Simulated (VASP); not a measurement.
Runs of VASP 6.6.1 on InPd. The structure is that of space group Fm-3m (No. 225), or close to it. The cells are those of the table. 

```tsv
task	level	cell	k mesh	cutoff (eV)	grid for exact exchange (PRECFOCK)	share of exact exchange	screening parameter	gap on the mesh (eV)	pressure (GPa)
single point	HSE06	a = 3.827 Å, angles 60.0°, 2 atoms	4 × 4 × 4	520	Normal	0.25	0.2079 1/Å	none	0.2
relaxation of cell and atoms	r2SCAN	relaxed to 30 GPa from a = 3.884 Å, angles 60.0°, 2 atoms	8 × 8 × 8	600	-	-	-	none	30.1
single point	r2SCAN	a = 3.663 Å, angles 60.0°, 2 atoms	8 × 8 × 8	520	-	-	-	none	21.1
single point	PBE-based screened hybrid with 25 % exact exchange	a = 3.884 Å, angles 60.0°, 2 atoms	4 × 4 × 4	520	Normal	0.25	0.3 1/Å	none	(a)
relaxation of cell and atoms	HSE06	relaxed from a = 3.884 Å, angles 60.0°, 2 atoms	4 × 4 × 4	600	Normal	0.25	0.2079 1/Å	none	0.0
single point	r2SCAN	a = 3.607 Å, angles 60.0°, 2 atoms	8 × 8 × 8	520	-	-	-	none	31.4
relaxation of cell and atoms	r2SCAN	relaxed to 20 GPa from a = 3.884 Å, angles 60.0°, 2 atoms	8 × 8 × 8	600	-	-	-	none	20.0
single point	r2SCAN	a = 3.737 Å, angles 60.0°, 2 atoms	8 × 8 × 8	520	-	-	-	none	(b)
```

Alike in all rows: potentials or basis VASP PAW PBE potentials, release 64 (In_d, Pd); no spin polarisation; smearing fermi-dirac 0.05 eV.

Problem. Estimate the missing entries.

Solution. (a) -3.4; (b) 10.7.

Caveats: some runs use coarse meshes; the PAW data sets were made with another functional, which shifts forces and pressure a little; spin-orbit coupling is left out, which moves the levels of the heavy elements; the cell stands under pressure (at least some runs); the cell is relaxed towards a set pressure, so the run minimises the enthalpy, not the energy (at least some runs).

A k mesh can miss the band edges, and the runs leave out spin-orbit coupling on In, Pd.

A gap of «none» marks levels without a gap at the run's occupations.
